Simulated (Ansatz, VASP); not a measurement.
# InP in VASP and in Ansatz

```xyz
2
Lattice="0.0000 2.9465 2.9098 2.9465 0.0000 2.9098 2.9465 2.9465 0.0000" Properties=species:S:1:pos:R:3 pbc="T T T"
In    0.0000    0.0000    0.0000
P     1.4733    1.4733    1.4549
```

Change from the starting cell: strained cell.

Alike in both runs: task relaxation of the atoms; functional PBEsol; k mesh 10 × 10 × 10; occupations gaussian, width 0.02 eV; no spin polarisation.

|  | VASP | Ansatz |
| --- | --- | --- |
| version | VASP 6.6.1 | Ansatz 0.2.0 |
| potentials or method | VASP PAW PBE potentials, release 64 (In_d, P), cutoff 450 eV | scalar-relativistic, plane waves, PAW |
| valence electrons in the cell | 18 | 18 |

```csv
,VASP,Ansatz,Ansatz less VASP
"gap on the k mesh at the Fermi level, each at its own relaxed structure (eV)",0.56,0.56,+0.001
```

VASP's potentials were made for PBE, not for PBEsol. Ansatz's warnings: stress scf threshold loose.

Noted on VASP's run: the relaxation stopped at its first step, so nothing moved.
